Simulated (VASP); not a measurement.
# TiPd3 (Pm-3m) in VASP: further runs

Runs on TiPd3. Level: LDA. Tasks: single point.

Everything below comes from runs of VASP 6.6.1. Logs are shortened: lines on timing, memory, paths and dates and some standing lists are left out, and cuts for length are marked.

## Step 1: The cell of the first run

Symmetry: Pm-3m, No. 221, cubic system. The conventional cell has a = 3.820 Å, b = 3.820 Å, c = 3.820 Å, α = 90.00°, β = 90.00°, γ = 90.00°. Ti (site symmetry m-3m) has 12 Pd at 2.70 Å within 3.6 Å. Within 3.6 Å of Pd (site symmetry 4/mmm) lie 4 Ti at 2.70 Å and 8 Pd at 2.70 Å.

## Step 2: Single point, LDA

Contents of INCAR:

```
PREC     = Accurate       # precision mode
ENCUT    = 520            # plane-wave cutoff, eV
EDIFF    = 1E-6           # SCF threshold, eV
ISMEAR   = -1             # smearing method
SIGMA    = 0.05           # smearing width, eV
LREAL    = F              # projectors in reciprocal space
LASPH    = T              # aspherical terms in the spheres
NELM     = 80             # most SCF steps
ALGO     = Normal         # electronic algorithm
ISIF     = 2              # what is computed and relaxed
LWAVE    = F              # write WAVECAR
LCHARG   = F              # write CHGCAR
NBANDS   = 29             # bands
```

Contents of KPOINTS:

```
Automatic mesh
0
Gamma
  11 11 11
```

Contents of POSCAR:

```
TiPd3
1.0
    3.8200000000      0.0000000000      0.0000000000
    0.0000000000      3.8200000000      0.0000000000
    0.0000000000      0.0000000000      3.8200000000
Ti Pd
1 3
Direct
    0.0000000000      0.0000000000      0.0000000000
    0.0000000000      0.5000000000      0.5000000000
    0.5000000000      0.0000000000      0.5000000000
    0.5000000000      0.5000000000      0.0000000000
```

Potentials or basis: VASP PAW LDA potentials, release 64 (Ti_sv, Pd).

Run with:

```
> cat potpaw_LDA.64/Ti_sv/POTCAR potpaw_LDA.64/Pd/POTCAR > POTCAR
> mpirun -np 1 vasp_std > vasp.out
```

OUTCAR:

```text
PREC = Accurate
   ENCUT = 520
   EDIFF = 1E-6
   ISMEAR = -1
   LREAL = F
   LASPH = T
   NELM = 80
   ISIF = 2

 ion  position               nearest neighbor table
   1  0.000  0.000  0.000-   2 2.70   3 2.70   4 2.70   2 2.70   3 2.70   2 2.70   4 2.70   2 2.70
                             3 2.70   4 2.70   3 2.70   4 2.70
   2  0.000  0.500  0.500-   1 2.70   3 2.70   4 2.70   1 2.70   4 2.70   1 2.70   3 2.70   1 2.70
                             3 2.70   4 2.70   4 2.70   3 2.70
   3  0.500  0.000  0.500-   1 2.70   2 2.70   4 2.70   1 2.70   4 2.70   2 2.70   4 2.70   4 2.70
                             1 2.70   2 2.70   1 2.70   2 2.70
   4  0.500  0.500  0.000-   1 2.70   2 2.70   3 2.70   2 2.70   3 2.70   1 2.70   3 2.70   3 2.70
                             1 2.70   2 2.70   2 2.70   1 2.70

  LATTYP: Found a simple cubic cell.
 ALAT       =     3.8200000000

  Lattice vectors:

 A1 = (   3.8200000000,   0.0000000000,   0.0000000000)
 A2 = (   0.0000000000,   3.8200000000,   0.0000000000)
 A3 = (   0.0000000000,   0.0000000000,   3.8200000000)

Analysis of symmetry for initial positions (statically):
=====================================================================
 Subroutine PRICEL returns:
 Original cell was already a primitive cell.

 Routine SETGRP: Setting up the symmetry group for a
 simple cubic supercell.

 Subroutine GETGRP returns: Found 48 space group operations
 (whereof 48 operations were pure point group operations)
 out of a pool of 48 trial point group operations.

The static configuration has the point symmetry O_h .

Analysis of symmetry for dynamics (positions and initial velocities):
=====================================================================
 Subroutine PRICEL returns:
 Original cell was already a primitive cell.

 Routine SETGRP: Setting up the symmetry group for a
 simple cubic supercell.

 Subroutine GETGRP returns: Found 48 space group operations
 (whereof 48 operations were pure point group operations)
 out of a pool of 48 trial point group operations.

The dynamic configuration has the point symmetry O_h .

 Subroutine INISYM returns: Found 48 space group operations
 (whereof 48 operations are pure point group operations),
 and found     1 'primitive' translations

----------------------------------------------------------------------------------------

                                     Primitive cell

  volume of cell :      55.7430

  direct lattice vectors                    reciprocal lattice vectors
     3.820000000  0.000000000  0.000000000     0.261780105  0.000000000  0.000000000
     0.000000000  3.820000000  0.000000000     0.000000000  0.261780105  0.000000000
     0.000000000  0.000000000  3.820000000     0.000000000  0.000000000  0.261780105

  length of vectors
     3.820000000  3.820000000  3.820000000     0.261780105  0.261780105  0.261780105

  position of ions in fractional coordinates (direct lattice)
     0.000000000  0.000000000  0.000000000
     0.000000000  0.500000000  0.500000000
     0.500000000  0.000000000  0.500000000
     0.500000000  0.500000000  0.000000000

  ion indices of the primitive-cell ions
   primitive index   ion index
                 1           1
                 2           2
                 3           3
                 4           4

----------------------------------------------------------------------------------------

 KPOINTS: Automatic mesh

Automatic generation of k-mesh.
 Grid dimensions read from file:
 generate k-points for:   11   11   11

 Generating k-lattice:

  Cartesian coordinates                     Fractional coordinates (reciprocal lattice)
     0.023798191  0.000000000  0.000000000     0.090909091  0.000000000  0.000000000
     0.000000000  0.023798191  0.000000000     0.000000000  0.090909091  0.000000000
     0.000000000  0.000000000  0.023798191     0.000000000  0.000000000  0.090909091

  Length of vectors
     0.023798191  0.023798191  0.023798191

  Shift w.r.t. Gamma in fractional coordinates (k-lattice)
     0.000000000  0.000000000  0.000000000

 Subroutine IBZKPT returns following result:
 ===========================================

 Found     56 irreducible k-points:

 Following reciprocal coordinates:
            Coordinates               Weight
  0.000000  0.000000  0.000000      1.000000
  0.090909  0.000000  0.000000      6.000000
  0.181818  0.000000  0.000000      6.000000
  0.272727  0.000000  0.000000      6.000000
  0.363636  0.000000  0.000000      6.000000
  0.454545  0.000000  0.000000      6.000000
[... 16 lines left out ...]
  0.181818  0.090909  0.090909     24.000000
  0.272727  0.090909  0.090909     24.000000
 [... further k-points ...]
   k-points           NKPTS =     56   k-points in BZ     NKDIM =     56   number of bands    NBANDS=     29
   number of dos      NEDOS =    301   number of ions     NIONS =      4
   total plane-waves  NPLWV =  21952
   dimension x,y,z NGX =    28 NGY =   28 NGZ =   28
   dimension x,y,z NGXF=    56 NGYF=   56 NGZF=   56
   ions per type =               1   3
   NGX,Y,Z   is equivalent  to a cutoff of  12.19, 12.19, 12.19 a.u.
   NGXF,Y,Z  is equivalent  to a cutoff of  24.37, 24.37, 24.37 a.u.
 SYSTEM =  unknown system
   PREC   = accura    normal or accurate (medium, high low for compatibility)
   ISTART =      0    job   : 0-new  1-cont  2-samecut
   ICHARG =      2    charge: 1-file 2-atom 10-const
   ISPIN  =      1    spin polarized calculation?
   LNONCOLLINEAR =      F non collinear calculations
   LSORBIT =      F    spin-orbit coupling
   LASPH  =      T    aspherical Exc in radial PAW
   ENCUT  =  520.0 eV  38.22 Ry    6.18 a.u.   7.10  7.10  7.10*2*pi/ulx,y,z
   NELM   =     80;   NELMIN=  2; NELMDL= -5     # of ELM steps
   EDIFF  = 0.1E-05   stopping-criterion for ELM
   LREAL  =      F    real-space projection
   EDIFFG = 0.1E-04   stopping-criterion for IOM
   NSW    =      0    number of steps for IOM
   IBRION =     -1    ionic relax: 0-MD 1-quasi-New 2-CG
   NFREE  =      0    steps in history (QN), initial steepest desc. (CG)
   ISIF   =      2    stress and relaxation
   ISYM   =      2    0-nonsym 1-usesym 2-fastsym
   POTIM  = 0.5000    time-step for ionic-motion
   TEBEG  =    0.0;   TEEND  =   0.0 temperature during run
   PSTRESS=    0.0 pullay stress
   NELECT =      42.0000    total number of electrons
   NUPDOWN=      -1.0000    fix difference up-down
   EMIN   =  10.00;   EMAX   =-10.00  energy-range for DOS
   EFERMI =   0.00;   METHOD = LEGACY
   ISMEAR =    -1;   SIGMA  =   0.05  broadening in eV -4-tet -1-fermi 0-gaus
   EFERMI_NEDOS =   21; number of points for ismear=-14 and -15
   IALGO  =     38    algorithm
   IMIX   =      4    mixing-type and parameters
     AMIX     =   0.40;   BMIX     =  1.00
     AMIX_MAG =   1.60;   BMIX_MAG =  1.00
  volume/ion in A,a.u.               =      13.94        94.04
  Fermi-wavevector in a.u.,A,eV,Ry     =   1.489685  2.815097 30.193541  2.219163
  Thomas-Fermi vector in A             =   2.602563
   LORBIT       =      0    0 simple, 1 ext, 2 COOP (PROOUT), +10 PAW based schemes
   GGA     = CA    functional components
   LHFCALC =     F    Hartree Fock is set to
   AEXX    =    0.0000 exact exchange contribution
   IVDW    =     0    specifies the selected vdW correction
   LEPSILON=     F    determine dielectric tensor
   LRPA    =     F    only Hartree local field effects (RPA)
 non-spin polarized calculation
  energy-cutoff  :      520.00
  volume of cell :       55.74
 maximum number of plane-waves:      1516
   NGX = 15   NGY = 15   NGZ = 15

 number of electron      42.0000031 magnetization

 Free energy of the ion-electron system (eV)
  ---------------------------------------------------
  ext. energy  EPLUGINS =         0.00000000
  ---------------------------------------------------
  free energy    TOTEN  =       -30.80984135 eV

  energy without entropy =      -30.79806082  energy(sigma->0) =      -30.80395109

 E-fermi :  11.5804     XC(G=0): -13.6347

 val. band max:       11.5667866368   @ k =   0.4545   0.0909   0.0000
 cond. band min:      11.6221827054   @ k =   0.1818   0.0909   0.0909
 fundamental gap:      0.0553960686
 Fermi energy:        11.5804493427

 k-point     1 :       0.0000    0.0000    0.0000
  band No.  band energies     occupation
      1     -45.8516      2.00000
      2     -22.4586      2.00000
      3     -22.4586      2.00000
      4     -22.4586      2.00000
      5       3.2116      2.00000
      6       4.8493      2.00000
[... 21 lines left out ...]
     28      14.0524      0.00000
     29      21.9830      0.00000

 k-point     2 :       0.0909    0.0000    0.0000
  band No.  band energies     occupation
      1     -45.8514      2.00000
      2     -22.4613      2.00000
      3     -22.4590      2.00000
      4     -22.4590      2.00000
      5       3.3183      2.00000
      6       4.9133      2.00000
[... 21 lines left out ...]
     28      14.7349      0.00000
     29      21.9321      0.00000

 k-point     3 :       0.1818    0.0000    0.0000
  band No.  band energies     occupation
      1     -45.8509      2.00000
      2     -22.4683      2.00000
      3     -22.4600      2.00000
      4     -22.4600      2.00000
      5       3.6298      2.00000
      6       5.0953      2.00000
[... 21 lines left out ...]
     28      15.8104      0.00000
     29      21.7820      0.00000

 k-point     4 :       0.2727    0.0000    0.0000
  band No.  band energies     occupation
      1     -45.8502      2.00000
      2     -22.4776      2.00000
      3     -22.4614      2.00000
      4     -22.4614      2.00000
      5       4.1154      2.00000
      6       5.3627      2.00000
[... 597 lines left out ...]
     28      15.0277      0.00000
     29      22.4202      0.00000

 k-point    23 :       0.1818    0.0909    0.0909
  band No.  band energies     occupation
      1     -45.8505      2.00000
      2     -22.4693      2.00000
      3     -22.4628      2.00000
      4     -22.4617      2.00000
      5       3.8244      2.00000
      6       5.2085      2.00000
[... 21 lines left out ...]
     28      15.7645      0.00000
     29      21.9081      0.00000

 k-point    24 :       0.2727    0.0909    0.0909
  band No.  band energies     occupation
      1     -45.8499      2.00000
      2     -22.4776      2.00000
      3     -22.4642      2.00000
      4     -22.4628      2.00000
      5       4.2900      2.00000
      6       5.4663      2.00000
[... 21 lines left out ...]
     28      16.7605      0.00000
     29      21.1416      0.00000

 [... further k-points ...]

------------------------ aborting loop because EDIFF is reached ----------------------------------------

  FORCE on cell =-STRESS in cart. coord.  units (eV):
  Direction    XX          YY          ZZ          XY          YZ          ZX
  --------------------------------------------------------------------------------------
  -------------------------------------------------------------------------------------
  Total        0.9526392      0.9526392      0.9526392     -0.0000000     -0.0000000      0.0000000
  in kB       27.3809770     27.3809770     27.3809770     -0.0000000     -0.0000000      0.0000000
  external PRESSURE =      27.3809770 kB  Pullay stress =       0.0000000 kB

 VOLUME and BASIS-vectors are now :
 -----------------------------------------------------------------------------
  energy-cutoff  :      520.00
  volume of cell :       55.74
      direct lattice vectors                 reciprocal lattice vectors
     3.820000000  0.000000000  0.000000000     0.261780105  0.000000000  0.000000000
     0.000000000  3.820000000  0.000000000     0.000000000  0.261780105  0.000000000
     0.000000000  0.000000000  3.820000000     0.000000000  0.000000000  0.261780105

 POSITION                                       TOTAL-FORCE (eV/Angst)
 -----------------------------------------------------------------------------------
      0.00000      0.00000      0.00000         0.000000      0.000000      0.000000
      0.00000      1.91000      1.91000         0.000000      0.000000      0.000000
      1.91000      0.00000      1.91000         0.000000      0.000000      0.000000
      1.91000      1.91000      0.00000         0.000000      0.000000      0.000000
 -----------------------------------------------------------------------------------
    total drift:                                0.000000      0.000000      0.000000

  FREE ENERGIE OF THE ION-ELECTRON SYSTEM (eV)
  ---------------------------------------------------
  free  energy   TOTEN  =       -30.8098413538 eV

  energy  without entropy=      -30.7980608201  energy(sigma->0) =      -30.80395109
```

Run time: 89 s. Hardware: 1 thread of Intel Xeon 8259CL, shared host; peak memory 0.2 GiB.

Results:

| Item | Value |
| --- | --- |
| Free energy | -30.8098 eV |
| Pressure | 2.7 GPa |
| Band gap on the k mesh | zero (bands 21 and 22 overlap by 1.34 eV) |

## Step 3: Single point, LDA (13.10 Å³/atom)

This run uses another cell than the first one, of 13.10 Å³/atom.

Contents of INCAR:

```
ALGO     = Normal         # electronic algorithm
EDIFF    = 1E-6           # SCF threshold, eV
ENCUT    = 520            # plane-wave cutoff, eV
GGA      = CA             # functional
ISIF     = 2              # what is computed and relaxed
ISMEAR   = -1             # smearing method
LASPH    = True           # aspherical terms in the spheres
LCHARG   = True           # write CHGCAR
LELF     = True           # ELF
LREAL    = False          # projectors in reciprocal space
LVHAR    = True         
LWAVE    = False          # write WAVECAR
NBANDS   = 29             # bands
NELM     = 60             # most SCF steps
PREC     = Accurate       # precision mode
SIGMA    = 0.05           # smearing width, eV
```

Contents of KPOINTS:

```
k-points
0
Gamma
  11 11 11
```

Contents of POSCAR:

```
TiPd3
1.0
    3.7420189353      0.0000000000      0.0000000000
    0.0000000000      3.7420189353      0.0000000000
    0.0000000000      0.0000000000      3.7420189353
Ti Pd
1 3
Direct
    0.0000000000      0.0000000000      0.0000000000
    0.0000000000      0.5000000000      0.5000000000
    0.5000000000      0.0000000000      0.5000000000
    0.5000000000      0.5000000000      0.0000000000
```

Potentials or basis: VASP PAW LDA potentials, release 64 (Ti_sv, Pd).

Run with:

```
> cat potpaw_LDA.64/Ti_sv/POTCAR potpaw_LDA.64/Pd/POTCAR > POTCAR
> mpirun -np 1 vasp_std > vasp.out
```

It took 40 s on 1 thread of AMD EPYC 9R45 (Zen 5), shared host; peak memory 0.16 GiB.

The run converged. Its results:

- Free energy: -30.5810 eV
- Pressure: 20.0 GPa
- Band gap on the k mesh: zero (bands 21 and 22 overlap by 1.49 eV)

Levels at points of the mesh, in eV from the Fermi level:
```tsv
k point	band 18	band 19	band 20	band 21	band 22	band 23	band 24	band 25
(0.00, 0.00, 0.00)	-0.58	-0.58	-0.58	1.33	1.33	2.08	2.08	2.08
```

Caveat: the cell stands under pressure.

The gap in the log of VASP goes by the Fermi energy; the results here count the filled bands.